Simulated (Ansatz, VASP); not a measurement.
## Two plane-wave programs on B3Pd

```
B Pd
1.0
     2.89093    0.00000    0.00000
    -1.44546    2.50362    0.00000
     0.00000    0.00000    5.09058
B Pd
3 1
Direct
  0.00000 0.00000 0.00683
  0.33333 0.66667 0.19496
  0.66667 0.33333 0.19496
  0.00000 0.00000 0.60480
```

Alike in both runs: functional PBE; k mesh 7 × 7 × 5; occupations gaussian, width 0.2 eV; no spin polarisation.

Ansatz relaxed the structure, and its values are those at the end. VASP's run is a single point on that final structure, the one shown.

```csv
,VASP,Ansatz
version,VASP 6.6.1,Ansatz 0.2.0
potentials or method,"VASP PAW PBE potentials, release 64 (B, Pd), cutoff 500 eV","scalar-relativistic, plane waves, PAW"
valence electrons in the cell,19,27
```

```tsv
	VASP	Ansatz	Ansatz less VASP
gap on the k mesh at the Fermi level (eV)	none	none	-
pressure (GPa)	0.2	0.2	0.00
rms of the force components (eV/Å)	0.016	0.009	-0.0070
```

A gap of «none» marks a metal or a gap that the smearing closes. The functional is the same, so the differences come from potentials, cutoffs and numerics. VASP's potentials hold 19 valence electrons a cell and Ansatz's 27, so a difference there can come from the potentials and not from the codes.
